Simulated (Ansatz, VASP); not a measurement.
One calculation of RbSrBr3, two programs

The input INCAR:

```
PREC = Accurate
ENCUT = 520
EDIFF = 1E-7
ISMEAR = -1
SIGMA = 0.02
LREAL = F
LASPH = T
NELM = 100
ALGO = Normal
ISIF = 2
LWAVE = F
LCHARG = F
GGA = PE
NBANDS = 28
```

KPOINTS

```
regular mesh
0
Gamma
  4 4 4
```

File POSCAR:

```
RbSrBr3
1.0
    5.9460751198     -0.0594607512      0.0000000000
   -0.0594607512      5.9460751198      0.0000000000
    0.0000000000      0.0000000000      5.9460751198
Rb Sr Br
1 1 3
Direct
    0.0000000000      0.0000000000      0.0000000000
    0.5000000000      0.5000000000      0.5000000000
    0.5000000000      0.5000000000      0.0000000000
    0.5000000000      0.0000000000      0.5000000000
    0.0000000000      0.5000000000      0.5000000000
```

Input for Ansatz:

```yaml
crystal:
  lattice:
    - [5.9460751198, -0.0594607512, 0.0]
    - [-0.0594607512, 5.9460751198, 0.0]
    - [0.0, 0.0, 5.9460751198]
  atoms:
    - { symbol: Rb, position: [0.0, 0.0, 0.0] }
    - { symbol: Sr, position: [0.5, 0.5, 0.5] }
    - { symbol: Br, position: [0.5, 0.5, 0.0] }
    - { symbol: Br, position: [0.5, 0.0, 0.5] }
    - { symbol: Br, position: [0.0, 0.5, 0.5] }
kpoints:
  mp_grid: { grid: [4, 4, 4] }
  band_path:
    path: [[0.0, 0.0, 0.0], [0.0, 0.5, 0.0], [0.5, 0.5, 0.0], [0.5, 0.5, 0.5]]
    npoints: 1
hamiltonian:
  xc: pbe
scf:
  occupations: { method: fermi_dirac, width: 0.02 }
  n_extra_bands: 5
output:
  forces: true
  stress: true
  eigenvalues: true
```

Change from the starting cell: shear_xy strain -2.0%.

Alike in both runs: task single point; functional PBE; k mesh 4 × 4 × 4; occupations fermi-dirac, width 0.02 eV; no spin polarisation.

```csv
,VASP,Ansatz
version,VASP 6.6.1,Ansatz 0.2.0
potentials or method,"VASP PAW PBE potentials, release 64 (Rb_sv, Sr_sv, Br)","plane waves, PAW"
plane-wave cutoff (eV),520,420
valence electrons in the cell,40,40
```

|  | VASP | Ansatz | Ansatz less VASP |
| --- | --- | --- | --- |
| gap on the k mesh at the Fermi level (eV) | 3.91 | 3.91 | -0.001 |
| pressure (GPa) | 0.5 | 0.5 | -0.07 |
| traceless stress, the component that is largest in VASP (GPa) | 0.08 | 0.08 | +0.001 |
